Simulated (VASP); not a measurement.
A run of VASP 6.6.1:

The input INCAR:

```
ALGO = Normal
EDIFF = 1E-6
ENCUT = 520
GGA = PS
ISIF = 2
ISMEAR = 0
LASPH = True
LCHARG = True
LELF = True
LREAL = False
LVHAR = True
LWAVE = False
NBANDS = 28
NELM = 80
PREC = Accurate
SIGMA = 0.01
```

The input KPOINTS:

```
k-points
0
Gamma
  6 6 6
```

The input POSCAR:

```
BaTiO3
1.0
    2.8273666100      1.6323808700      2.3183934900
   -2.8273666100      1.6323808700      2.3183934900
    0.0000000000     -3.2647617400      2.3183934900
Ba Ti O
1 1 3
Direct
    0.0000000000      0.0000000000      0.0000000000
    0.4845000003      0.4845000003      0.4845000003
    0.5086000008      0.5086000008      0.0175000010
    0.0175000007      0.5086000000      0.5086000018
    0.5086000000      0.0175000007      0.5086000018
```

Potentials or basis: VASP PAW PBE potentials, release 64 (Ba_sv, Ti_sv, O).

Run with:

```bash
$ cat potpaw_PBE.64/Ba_sv/POTCAR potpaw_PBE.64/Ti_sv/POTCAR potpaw_PBE.64/O/POTCAR > POTCAR
$ mpirun -np 1 vasp_std > vasp.out
```

Hardware: 1 thread of AMD EPYC 7R13 Processor (Zen 3) (shared host).

Estimate the wall time of this run.

Run time: 38 s on 1 thread of AMD EPYC 7R13 Processor (Zen 3), with other jobs on the host, peak memory 0.18 GiB. Counts: scf iterations 15, k points 32.
